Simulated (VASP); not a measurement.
# Ti: single point with r2SCAN

Crystal: Ti.

```
CELL_PARAMETERS angstrom
-1.64100 1.70254 1.64100
1.64100 -1.70254 1.64100
1.64100 1.70254 -1.64100
ATOMIC_POSITIONS crystal
Ti 0.00000 0.00000 0.00000
```

This cell differs from its parent crystal: strain +0.0375 x Voigt [0, 1, 0, 0, 0, 0].

```json
{"Program": "VASP 6.6.1", "Task": "single point", "Functional": "r2SCAN", "Potentials or basis": "VASP PAW PBE potentials, release 64 (Ti_sv)", "Cutoff": "520 eV", "k mesh": "20 × 20 × 20", "Occupations": "gaussian, width 0.15 eV", "Spin": "no spin polarisation"}
```

```json
{"Pressure": "-6.1 GPa", "Band gap on the k mesh": "zero (bands 6 and 7 overlap by 1.68 eV)"}
```

Stress tensor (GPa, compression positive):
```
-6.54  0.00  0.00
 0.00 -5.10  0.00
 0.00  0.00 -6.54
```

Levels at points of the mesh, in eV from the Fermi level:
| k point | band 4 | band 5 | band 6 | band 7 | band 8 | band 9 |
| --- | --- | --- | --- | --- | --- | --- |
| (0.00, 0.00, 0.00) | -33.90 | -6.23 | 1.00 | 1.00 | 1.26 | 2.58 |
| (0.50, 0.00, 0.00) | -33.90 | -2.46 | -0.18 | 0.72 | 2.59 | 3.07 |
| (0.00, 0.50, 0.00) | -33.92 | -2.44 | -0.50 | 0.97 | 2.93 | 3.14 |
| (0.50, 0.50, 0.50) | -34.29 | -2.12 | -2.04 | 3.82 | 3.86 | 3.86 |

Wall time 6.2 min on 1 thread of Intel(R) Xeon(R) Platinum 8375C CPU @ 2.90GHz (Ice Lake), on a shared host, peak memory 0.25 GiB.

Caveat: the cell differs from its parent crystal (strain +0.0375 x Voigt [0, 1, 0, 0, 0, 0]); the cell stands under tension; the PAW data sets were made with another functional, which shifts forces and pressure a little.
